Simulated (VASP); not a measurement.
# AlN (F-43m) in VASP: further runs, part 2 of 2

VASP 6.6.1. Earlier steps stand in the parts before.

**3. Vibrations by perturbation theory, PBE**

This run uses another cell than the first one, of 9.93 Å³/atom, 0.940 times its volume.

Input file INCAR:

```
PREC = Accurate
ENCUT = 520
EDIFF = 1E-8
ISMEAR = 0
SIGMA = 0.01
LREAL = F
LASPH = T
NELM = 80
ALGO = Normal
ISIF = 2
LWAVE = F
LCHARG = F
GGA = PE
NBANDS = 11
IBRION = 8
NSW = 1
LEPSILON = T
```

Input file KPOINTS:

```
regular mesh
0
Gamma
  10 10 10
```

Input file POSCAR:

```
AlN
1.0
    0.0000000000      2.1492837564      2.1492837564
    2.1492837564      0.0000000000      2.1492837564
    2.1492837564      2.1492837564      0.0000000000
Al N
1 1
Direct
    0.0000000000      0.0000000000      0.0000000000
    0.7500000000      0.7500000000      0.7500000000
```

Potentials or basis: VASP PAW PBE potentials, release 64 (Al, N).

The run is started by

```console
cat potpaw_PBE.64/Al/POTCAR potpaw_PBE.64/N/POTCAR > POTCAR
mpirun -np 1 vasp_std > vasp.out
```

OUTCAR:

```text
PREC = Accurate
   ENCUT = 520
   EDIFF = 1E-8
   ISMEAR = 0
   LREAL = F
   LASPH = T
   NELM = 80
   ISIF = 2
   GGA = PE
   IBRION = 8
   NSW = 1
   LEPSILON = T

 ion  position               nearest neighbor table
   1  0.000  0.000  0.000-   2 1.86   2 1.86   2 1.86   2 1.86
   2  0.750  0.750  0.750-   1 1.86   1 1.86   1 1.86   1 1.86

  LATTYP: Found a face centered cubic cell.
 ALAT       =     4.2985675128

  Lattice vectors:

 A1 = (   0.0000000000,   2.1492837564,   2.1492837564)
 A2 = (   2.1492837564,   0.0000000000,   2.1492837564)
 A3 = (   2.1492837564,   2.1492837564,   0.0000000000)

Analysis of symmetry for initial positions (statically):
=====================================================================
 Subroutine PRICEL returns:
 Original cell was already a primitive cell.

 Routine SETGRP: Setting up the symmetry group for a
 face centered cubic supercell.

 Subroutine GETGRP returns: Found 24 space group operations
 (whereof 24 operations were pure point group operations)
 out of a pool of 48 trial point group operations.

The static configuration has the point symmetry T_d .

Analysis of symmetry for dynamics (positions and initial velocities):
=====================================================================
 Subroutine PRICEL returns:
 Original cell was already a primitive cell.

 Routine SETGRP: Setting up the symmetry group for a
 face centered cubic supercell.

 Subroutine GETGRP returns: Found 24 space group operations
 (whereof 24 operations were pure point group operations)
 out of a pool of 48 trial point group operations.

The dynamic configuration has the point symmetry T_d .

 Subroutine INISYM returns: Found 24 space group operations
 (whereof 24 operations are pure point group operations),
 and found     1 'primitive' translations

----------------------------------------------------------------------------------------

                                     Primitive cell

  volume of cell :      19.8569

  direct lattice vectors                    reciprocal lattice vectors
     0.000000000  2.149283756  2.149283756    -0.232635639  0.232635639  0.232635639
     2.149283756  0.000000000  2.149283756     0.232635639 -0.232635639  0.232635639
     2.149283756  2.149283756  0.000000000     0.232635639  0.232635639 -0.232635639

  length of vectors
     3.039546238  3.039546238  3.039546238     0.402936746  0.402936746  0.402936746

  position of ions in fractional coordinates (direct lattice)
     0.000000000  0.000000000  0.000000000
     0.750000000  0.750000000  0.750000000

  ion indices of the primitive-cell ions
   primitive index   ion index
[... 523 lines left out ...]
    -0.00035  0.60038  0.00000
     0.60038 -0.00035  0.00000
     0.00000  0.00000  0.00038

--------------------------------------- Ionic step        4  -------------------------------------------

------------------------ aborting loop because EDIFF is reached ----------------------------------------

[... ionic steps 5 to 6 ...]

--------------------------------------- Ionic step        7  -------------------------------------------

 Free energy of the ion-electron system (eV)
  ---------------------------------------------------
  ---------------------------------------------------
  free energy    TOTEN  =        -0.24007242 eV

  energy without entropy =       -0.24007242

------------------------ aborting loop because EDIFF is reached ----------------------------------------

 INTERNAL STRAIN TENSOR  FOR ION    2  DIRECTION 1   (eV/Angst):
 -----------------------------------------------------------------------------
     0.00001  0.00000  0.00000
     0.00000  0.00027 12.02302
     0.00000 12.02302  0.00027

 MACROSCOPIC STATIC DIELECTRIC TENSOR (including local field effects in DFT)
 ------------------------------------------------------
           4.495691     0.000000     0.000000
           0.000000     4.495691     0.000000
           0.000000    -0.000000     4.495691
 ------------------------------------------------------

 PIEZOELECTRIC TENSOR (including local field effects)  for field in x, y, z        (e  Angst)
          XX          YY          ZZ          XY          YZ          ZX
  --------------------------------------------------------------------------------
  x     0.00000    -0.00000    -0.00000     0.00000     0.74404     0.00000
  y    -0.00000     0.00000     0.00000     0.00000     0.00000     0.74404
  z    -0.00000    -0.00000     0.00000     0.74404     0.00000     0.00000

 PIEZOELECTRIC TENSOR (including local field effects)  for field in x, y, z        (C/m^2)
          XX          YY          ZZ          XY          YZ          ZX
  --------------------------------------------------------------------------------
  x     0.00000    -0.00000    -0.00000     0.00000     0.60033     0.00000
  y    -0.00000     0.00000     0.00000     0.00000     0.00000     0.60033
  z    -0.00000    -0.00000     0.00000     0.60033     0.00000     0.00000

 BORN EFFECTIVE CHARGES (including local field effects) (in |e|, cummulative output)
 ---------------------------------------------------------------------------------
 ion    1
    1     2.52750     0.00000    -0.00000
    2     0.00000     2.52750     0.00000
    3     0.00000     0.00000     2.52750
 ion    2
    1    -2.52750     0.00000     0.00000
    2    -0.00000    -2.52750    -0.00000
    3    -0.00000    -0.00000    -2.52750

 INTERNAL STRAIN TENSOR FOR ION    2 for displacements in x,y,z  (eV/Angst):
          X           Y           Z          XY          YZ          ZX
  --------------------------------------------------------------------------------
  x     0.00000    -0.00000    -0.00000     0.00000    12.02302     0.00000
  y    -0.00000     0.00000    -0.00000     0.00000     0.00000    12.02302
  z    -0.00000    -0.00000     0.00000    12.02302     0.00000     0.00000

 SECOND DERIVATIVES (NOT SYMMETRIZED)
 ------------------------------------
               1X          1Y          1Z          2X          2Y          2Z
  1X   -16.836963    0.000000    0.000000   16.836963    0.000000    0.000000
  1Y     0.000000  -16.836963    0.000000    0.000000   16.836963    0.000000
  1Z     0.000000    0.000000  -16.836963    0.000000    0.000000   16.836963
  2X    16.832979    0.000000    0.000000  -16.832979    0.000000    0.000000
  2Y     0.000000   16.832979    0.000000    0.000000  -16.832979    0.000000
  2Z     0.000000    0.000000   16.832979    0.000000    0.000000  -16.832979

 Eigenvectors and eigenvalues of the dynamical matrix
 ----------------------------------------------------

   1 f  =   21.126950 THz   132.744541 2PiTHz  704.719194 cm-1    87.374005 meV
             X         Y         Z           dx          dy          dz
      0.000000  0.000000  0.000000     0.000000    0.584543    0.000000
      3.223926  3.223926  3.223926     0.000000   -0.811362    0.000000
[... 21 lines left out ...]
   6 f/i=    0.001185 THz     0.007448 2PiTHz    0.039540 cm-1     0.004902 meV
             X         Y         Z           dx          dy          dz
      0.000000  0.000000  0.000000     0.000000    0.000000    0.811362
      3.223926  3.223926  3.223926     0.000000    0.000000    0.584543

--------------------------------------------------------------------------------------------------------

 MACROSCOPIC STATIC DIELECTRIC TENSOR IONIC CONTRIBUTION
 ------------------------------------------------------
           3.458004    -0.000000    -0.000000
          -0.000000     3.458004    -0.000000
          -0.000000    -0.000000     3.458004
 ------------------------------------------------------

 ELASTIC MODULI CONTR FROM IONIC RELAXATION (kBar)
 Direction    XX          YY          ZZ          XY          YZ          ZX
 --------------------------------------------------------------------------------
 XX          -0.0000     -0.0000     -0.0000      0.0000      0.0000      0.0000
 YY          -0.0000     -0.0000     -0.0000      0.0000      0.0000      0.0000
 ZZ          -0.0000     -0.0000     -0.0000      0.0000      0.0000      0.0000
 XY           0.0000      0.0000      0.0000   -659.9543      0.0000      0.0000
 YZ           0.0000      0.0000      0.0000      0.0000   -659.9543      0.0000
 ZX           0.0000      0.0000      0.0000      0.0000      0.0000   -659.9543
 --------------------------------------------------------------------------------

 PIEZOELECTRIC TENSOR IONIC CONTR  for field in x, y, z        (C/m^2)
          XX          YY          ZZ          XY          YZ          ZX
  --------------------------------------------------------------------------------
  x     0.00000     0.00000     0.00000     0.00000    -1.42148     0.00000
  y     0.00000     0.00000     0.00000     0.00000     0.00000    -1.42148
  z     0.00000     0.00000     0.00000    -1.42148     0.00000     0.00000
```

Run time: 1.9 min. Hardware: 1 thread of Intel Xeon Platinum 8488C (Sapphire Rapids), shared host; peak memory 0.21 GiB.

What came out:

| Property | Result |
| --- | --- |
| Electronic dielectric tensor (diagonal) | 4.50 |
| Born charges (mean of the diagonal) | Al +2.53; N -2.53 e |
| Highest phonon frequency at Γ, LO-TO splitting left out | 705 cm⁻¹ |

Phonon frequencies in cm⁻¹ (negative: imaginary):
```csv
q point,frequencies
"(0.000, 0.000, 0.000)",0 0 0 705 705 705
```

Electronic dielectric tensor:
```
4.50 0.00 0.00
0.00 4.50 0.00
0.00 0.00 4.50
```

Born effective charge tensors (e):
atom 1, Al
```
2.53 0.00 0.00
0.00 2.53 0.00
0.00 0.00 2.53
```
atom 2, N
```
-2.53  0.00  0.00
 0.00 -2.53  0.00
 0.00  0.00 -2.53
```

Caveat: the cell wasn't relaxed at this level first, which shifts response properties.

**4. Vibrations by perturbation theory, PBE**

This run uses another cell than the first one, of 10.67 Å³/atom, 1.010 times its volume.

Input file INCAR:

```
SYSTEM = AlN
PREC     = Accurate       ! precision mode
ENCUT    = 520            ! plane-wave cutoff, eV
EDIFF    = 1E-8           ! SCF threshold, eV
ISMEAR   = 0              ! smearing method
SIGMA    = 0.01           ! smearing width, eV
LREAL    = .False.        ! projectors in reciprocal space
LASPH    = .True.         ! aspherical terms in the spheres
NELM     = 80             ! most SCF steps
ALGO     = Normal         ! electronic algorithm
ISIF     = 2              ! what is computed and relaxed
LWAVE    = .False.        ! write WAVECAR
LCHARG   = .True.         ! write CHGCAR
GGA      = PE             ! functional
IBRION   = 8              ! ionic algorithm
NSW      = 1              ! ionic steps
LEPSILON = .True.         ! dielectric tensor by DFPT
```

Input file KPOINTS:

```
regular mesh
0
Gamma
  10 10 10
  0 0 0
```

Input file POSCAR:

```
AlN
1.0
    0.0000000000      2.2015871002      2.2015871002
    2.2015871002      0.0000000000      2.2015871002
    2.2015871002      2.2015871002      0.0000000000
Al N
1 1
Direct
    0.0000000000      0.0000000000      0.0000000000
    0.7500000000      0.7500000000      0.7500000000
```

Potentials or basis: VASP PAW PBE potentials, release 64 (Al, N).

The run is started by

```console
cat potpaw_PBE.64/Al/POTCAR potpaw_PBE.64/N/POTCAR > POTCAR
mpirun -np 1 vasp_std > vasp.out
```

OUTCAR:

```text
SYSTEM = AlN
   PREC = Accurate
   ENCUT = 520
   EDIFF = 1E-8
   ISMEAR = 0
   LREAL = .False.
   LASPH = .True.
   NELM = 80
   ISIF = 2
   GGA = PE
   IBRION = 8
   NSW = 1
   LEPSILON = .True.

 ion  position               nearest neighbor table
   1  0.000  0.000  0.000-   2 1.91   2 1.91   2 1.91   2 1.91
   2  0.750  0.750  0.750-   1 1.91   1 1.91   1 1.91   1 1.91

  LATTYP: Found a face centered cubic cell.
 ALAT       =     4.4031742004

  Lattice vectors:

 A1 = (   0.0000000000,   2.2015871002,   2.2015871002)
 A2 = (   2.2015871002,   0.0000000000,   2.2015871002)
 A3 = (   2.2015871002,   2.2015871002,   0.0000000000)

Analysis of symmetry for initial positions (statically):
=====================================================================
 Subroutine PRICEL returns:
 Original cell was already a primitive cell.

 Routine SETGRP: Setting up the symmetry group for a
 face centered cubic supercell.

 Subroutine GETGRP returns: Found 24 space group operations
 (whereof 24 operations were pure point group operations)
 out of a pool of 48 trial point group operations.

The static configuration has the point symmetry T_d .

Analysis of symmetry for dynamics (positions and initial velocities):
=====================================================================
 Subroutine PRICEL returns:
 Original cell was already a primitive cell.

 Routine SETGRP: Setting up the symmetry group for a
 face centered cubic supercell.
[... 522 lines left out ...]

 PIEZOELECTRIC TENSOR (including local field effects)  for field in x, y, z        (C/m^2)
          XX          YY          ZZ          XY          YZ          ZX
  --------------------------------------------------------------------------------
  x     0.00000     0.00000    -0.00000     0.00000     0.63184     0.00000
  y     0.00000     0.00000    -0.00000     0.00000     0.00000     0.63184
  z     0.00000    -0.00000    -0.00000     0.63184     0.00000     0.00000

 BORN EFFECTIVE CHARGES (including local field effects) (in |e|, cummulative output)
 ---------------------------------------------------------------------------------
 ion    1
    1     2.53744     0.00000    -0.00000
    2     0.00000     2.53744     0.00000
    3     0.00000     0.00000     2.53744
 ion    2
    1    -2.53744    -0.00000     0.00000
    2    -0.00000    -2.53744    -0.00000
    3     0.00000     0.00000    -2.53744

 INTERNAL STRAIN TENSOR FOR ION    2 for displacements in x,y,z  (eV/Angst):
          X           Y           Z          XY          YZ          ZX
  --------------------------------------------------------------------------------
  x     0.00000    -0.00000    -0.00000     0.00000     7.98618     0.00000
  y     0.00000     0.00000     0.00000     0.00000     0.00000     7.98618
  z    -0.00000    -0.00000     0.00000     7.98618     0.00000     0.00000

 SECOND DERIVATIVES (NOT SYMMETRIZED)
 ------------------------------------
               1X          1Y          1Z          2X          2Y          2Z
  1X   -13.693162    0.000000    0.000000   13.693162    0.000000    0.000000
  1Y     0.000000  -13.693162    0.000000    0.000000   13.693162    0.000000
  1Z     0.000000    0.000000  -13.693162    0.000000    0.000000   13.693162
  2X    13.691674    0.000000    0.000000  -13.691674    0.000000    0.000000
  2Y     0.000000   13.691674    0.000000    0.000000  -13.691674    0.000000
  2Z     0.000000    0.000000   13.691674    0.000000    0.000000  -13.691674

 Eigenvectors and eigenvalues of the dynamical matrix
 ----------------------------------------------------

   1 f  =   19.053514 THz   119.716762 2PiTHz  635.556830 cm-1    78.798969 meV
             X         Y         Z           dx          dy          dz
      0.000000  0.000000  0.000000    -0.000000    0.584519    0.000000
      3.302381  3.302381  3.302381     0.000000   -0.811380    0.000000
[... 21 lines left out ...]
   6 f/i=    0.000491 THz     0.003086 2PiTHz    0.016381 cm-1     0.002031 meV
             X         Y         Z           dx          dy          dz
      0.000000  0.000000  0.000000     0.794378    0.100527    0.131133
      3.302381  3.302381  3.302381     0.572270    0.072420    0.094468

--------------------------------------------------------------------------------------------------------

 MACROSCOPIC STATIC DIELECTRIC TENSOR IONIC CONTRIBUTION
 ------------------------------------------------------
           3.986941    -0.000000     0.000000
          -0.000000     3.986941    -0.000000
           0.000000    -0.000000     3.986941
 ------------------------------------------------------

 ELASTIC MODULI CONTR FROM IONIC RELAXATION (kBar)
 Direction    XX          YY          ZZ          XY          YZ          ZX
 --------------------------------------------------------------------------------
 XX          -0.0000     -0.0000     -0.0000     -0.0000     -0.0000     -0.0000
 YY          -0.0000     -0.0000     -0.0000     -0.0000     -0.0000      0.0000
 ZZ          -0.0000     -0.0000     -0.0000     -0.0000     -0.0000     -0.0000
 XY          -0.0000     -0.0000     -0.0000   -327.0865     -0.0000      0.0000
 YZ          -0.0000     -0.0000     -0.0000     -0.0000   -327.0865      0.0000
 ZX          -0.0000      0.0000     -0.0000      0.0000      0.0000   -327.0865
 --------------------------------------------------------------------------------

 PIEZOELECTRIC TENSOR IONIC CONTR  for field in x, y, z        (C/m^2)
          XX          YY          ZZ          XY          YZ          ZX
  --------------------------------------------------------------------------------
  x    -0.00000    -0.00000    -0.00000    -0.00000    -1.07454     0.00000
  y    -0.00000     0.00000    -0.00000     0.00000     0.00000    -1.07454
  z    -0.00000    -0.00000    -0.00000    -1.07454    -0.00000     0.00000
```

stdout:

```text
POSCAR found type information on POSCAR AlN
 POSCAR found :  2 types and       2 ions
 scaLAPACK will be used
 LDA part: xc-table for (Slater+PW92), standard interpolation
 POSCAR, INCAR and KPOINTS ok, starting setup
 FFT: planning ... GRIDC
 FFT: planning ... GRID_SOFT
 FFT: planning ... GRID
 WAVECAR not read
 entering main loop
[... 23 lines left out ...]
  Direction:   3
 dielectric tensor                  component  3 :     0.437     0.636     4.623
 Linear response DOF=           2
 Linear response progress:
 first order change of Fermi-energy   0.78766E-01
 force on displaced ion       1 direction 1 : -13.693   0.000   0.000
 Born effective charge ion    1 direction 1 :   2.537   0.000   0.000
 Linear response progress:
 first order change of Fermi-energy  -0.78409E-01
 force on displaced ion       2 direction 1 : -13.692  -0.000  -0.000
 Born effective charge ion    2 direction 1 :  -2.537   0.000   0.000
 Born effective charges drift removed
 Linear response finished
```

It took 8 min on 1 thread of AMD EPYC 7R13, shared host; peak memory 0.18 GiB.

What came out:

- Electronic dielectric tensor (diagonal): 4.62
- Born charges (mean of the diagonal): Al +2.54; N -2.54 e
- Highest phonon frequency at Γ, LO-TO splitting left out: 636 cm⁻¹

Phonon frequencies in cm⁻¹ (negative: imaginary):
| q point | frequencies |
| --- | --- |
| (0.000, 0.000, 0.000) | 0 0 0 636 636 636 |

Electronic dielectric tensor:
```
4.62 0.00 0.00
0.00 4.62 0.00
0.00 0.00 4.62
```

Born effective charge tensors (e):
atom 1, Al
```
2.54 0.00 0.00
0.00 2.54 0.00
0.00 0.00 2.54
```
atom 2, N
```
-2.54  0.00  0.00
 0.00 -2.54  0.00
 0.00  0.00 -2.54
```
